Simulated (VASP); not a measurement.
A run of VASP 6.6.1 is set up as follows.

INCAR

```
SYSTEM = ZrN
PREC = Accurate
ENCUT = 600
EDIFF = 1E-8
ISMEAR = 1
SIGMA = 0.1
LREAL = .FALSE.
LASPH = .TRUE.
NELM = 120
ALGO = Normal
ISIF = 2
LWAVE = .FALSE.
LCHARG = .FALSE.
GGA = PS
IBRION = 8
NSW = 1
GGA_COMPAT = .FALSE.
```

The input KPOINTS:

```
regular mesh
0
G
  16 16 16
  0 0 0
```

POSCAR

```
ZrN
1.0
    0.0000000000      2.2515088875      2.2515088875
    2.2515088875      0.0000000000      2.2515088875
    2.2515088875      2.2515088875      0.0000000000
Zr N
1 1
Direct
    0.5000000000      0.5000000000      0.5000000000
    0.0000000000      0.0000000000      0.0000000000
```

Potentials or basis: VASP PAW PBE potentials, release 64 (Zr_sv, N).

Command:

```sh
$ cat potpaw_PBE.64/Zr_sv/POTCAR potpaw_PBE.64/N/POTCAR > POTCAR
$ mpirun -np 1 vasp_std > vasp.out
```

**Question.** Estimate the highest phonon frequency at Γ.

**Answer.** 537 cm⁻¹.

Phonon frequencies in cm⁻¹ (negative: imaginary):
| q point | frequencies |
| --- | --- |
| (0.000, 0.000, 0.000) | 0 0 0 537 537 537 |

Caveat: the cell stands under pressure or tension, which shifts response properties.
